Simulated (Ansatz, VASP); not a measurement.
# One calculation of BiTe, two programs

File INCAR:

```
SYSTEM = BiTe
ALGO = Normal ; EDIFF = 1E-7
ENCUT = 520 ; GGA = PS
ISIF = 2 ; ISMEAR = 0
LASPH = .TRUE. ; LCHARG = .TRUE.
LELF = .TRUE. ; LREAL = .FALSE.
LVHAR = .TRUE. ; LWAVE = .FALSE.
NBANDS = 18 ; NELM = 100
PREC = Accurate ; SIGMA = 0.15
```

The input KPOINTS:

```
k-points
0
G
  12 12 12
  0 0 0
```

POSCAR

```
BiTe
1.0
    2.3136859230      1.4616947791      3.3172919545
   -2.3136859230      1.4616947791      3.3172919545
    0.0000000000     -2.9233895582      3.3172919545
Bi Te
1 1
Direct
    0.5000000000      0.5000000000      0.5000000000
    0.0000000000      0.0000000000      0.0000000000
```

Input for Ansatz:

```yaml
crystal:
  lattice:
    - [2.313685923, 1.4616947791, 3.3172919545]
    - [-2.313685923, 1.4616947791, 3.3172919545]
    - [0.0, -2.9233895582, 3.3172919545]
  atoms:
    - { symbol: Bi, position: [0.5, 0.5, 0.5] }
    - { symbol: Te, position: [0.0, 0.0, 0.0] }
basis:
  ecutwfc: 420
kpoints:
  mp_grid: { grid: [12, 12, 12] }
hamiltonian:
  xc: pbesol
scf:
  occupations: { method: gaussian, width: 0.15 }
output:
  forces: true
  stress: true
  eigenvalues: true
```

Change from the starting cell: strain -0.0450 x Voigt [1, -1, 0, 0, 0, 0], atoms carried along.

Alike in both runs: task single point; functional PBEsol; k mesh 12 × 12 × 12; occupations gaussian, width 0.15 eV; no spin polarisation.

|  | VASP | Ansatz |
| --- | --- | --- |
| version | VASP 6.6.1 | Ansatz 0.2.0 |
| potentials or method | VASP PAW PBE potentials, release 64 (Bi_d, Te), cutoff 520 eV | scalar-relativistic, plane waves, PAW |
| valence electrons in the cell | 21 | 31 |

VASP gave:

| Quantity | Value |
| --- | --- |
| gap on the k mesh at the Fermi level (eV) | none |
| pressure (GPa) | -2.3 |
| traceless stress, the component that is largest in VASP (GPa) | -1.45 |

Question: Estimate Ansatz's values.

Answer: gap on the k mesh at the Fermi level (eV): none; pressure (GPa): -2.3; traceless stress, the component that is largest in VASP (GPa): -1.44.

VASP's potentials were made for PBE, not for PBEsol. A gap of «none» marks a metal or a gap that the smearing closes. VASP's potentials hold 21 valence electrons a cell and Ansatz's 31, so a difference there can come from the potentials and not from the codes.

Neither program's run includes spin-orbit coupling.
